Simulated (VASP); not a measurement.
Set up this calculation in VASP 6.6.1, as the native input.

```
Task                               : single point
Functional                         : PBE0
Potentials or basis                : VASP PAW PBE potentials, release 64 (Ta_pv, N)
Cutoff                             : 520 eV
k mesh                             : 6 × 6 × 6
Occupations                        : fermi-dirac, width 0.05 eV
Spin                               : no spin polarisation
Dipole correction                  : no
Grid for exact exchange (PRECFOCK) : Normal
Further INCAR settings             : ALGO = Normal; EDIFF = 1e-06; NBANDS = 15
```

The system is TaN.

```xyz
2
Lattice="0.0000 2.2547 2.2547 2.2547 0.0000 2.2547 2.2547 2.2547 0.0000" Properties=species:S:1:pos:R:3 pbc="T T T"
Ta    2.2547    2.2547    2.2547
N     0.0000    0.0000    0.0000
```

One way to write it, as run:

POSCAR

```
TaN
1.0
    0.0000000000      2.2546932853      2.2546932853
    2.2546932853      0.0000000000      2.2546932853
    2.2546932853      2.2546932853      0.0000000000
Ta N
1 1
Direct
    0.5000000000      0.5000000000      0.5000000000
    0.0000000000      0.0000000000      0.0000000000
```

INCAR.step1

```
SYSTEM = TaN
ALGO     = Normal         ! electronic algorithm
EDIFF    = 1E-5           ! SCF threshold, eV
ENCUT    = 520            ! plane-wave cutoff, eV
GGA      = PE             ! functional
ISIF     = 2              ! what is computed and relaxed
ISMEAR   = -1             ! smearing method
LASPH    = .TRUE.         ! aspherical terms in the spheres
LREAL    = .FALSE.        ! projectors in reciprocal space
LWAVE    = .TRUE.         ! write WAVECAR
NBANDS   = 15             ! bands
NELM     = 80             ! most SCF steps
PREC     = Accurate       ! precision mode
SIGMA    = 0.05           ! smearing width, eV
```

INCAR.step2

```
SYSTEM = TaN
AEXX     = 0.25           ! exact-exchange fraction
ALGO     = Normal         ! electronic algorithm
EDIFF    = 1E-6           ! SCF threshold, eV
ENCUT    = 520            ! plane-wave cutoff, eV
GGA      = PE             ! functional
ISIF     = 2              ! what is computed and relaxed
ISMEAR   = -1             ! smearing method
ISTART   = 1            
LASPH    = .TRUE.         ! aspherical terms in the spheres
LCHARG   = .TRUE.         ! write CHGCAR
LELF     = .TRUE.         ! ELF
LHFCALC  = .TRUE.         ! exact exchange
LREAL    = .FALSE.        ! projectors in reciprocal space
LVHAR    = .TRUE.       
LWAVE    = .FALSE.        ! write WAVECAR
NBANDS   = 15             ! bands
NELM     = 80             ! most SCF steps
PREC     = Accurate       ! precision mode
PRECFOCK = Normal       
SIGMA    = 0.05           ! smearing width, eV
```

KPOINTS

```
k-points
0
G
  6 6 6
  0 0 0
```

Potentials or basis: VASP PAW PBE potentials, release 64 (Ta_pv, N).

Launch:

```bash
$ cat potpaw_PBE.64/Ta_pv/POTCAR potpaw_PBE.64/N/POTCAR > POTCAR
$ cp INCAR.step1 INCAR
$ mpirun -np 1 vasp_std > vasp.out
$ cp INCAR.step2 INCAR
$ mpirun -np 1 vasp_std > vasp.out
```

Results of the run:

```
Pressure               : -26.3 GPa
Band gap on the k mesh : zero (band 8 reaches 11.12 eV, above the bottom of band 9 at 6.19 eV)
```

Caveat: the k points lie up to 0.40 Å⁻¹ apart; the PAW data sets were made with another functional, which shifts forces and pressure a little; spin-orbit coupling is left out, which moves the levels of the heavy elements.

Wall time 15 min on 1 thread of Intel(R) Xeon(R) Platinum 8488C (Sapphire Rapids) (shared host), peak memory 0.15 GiB.
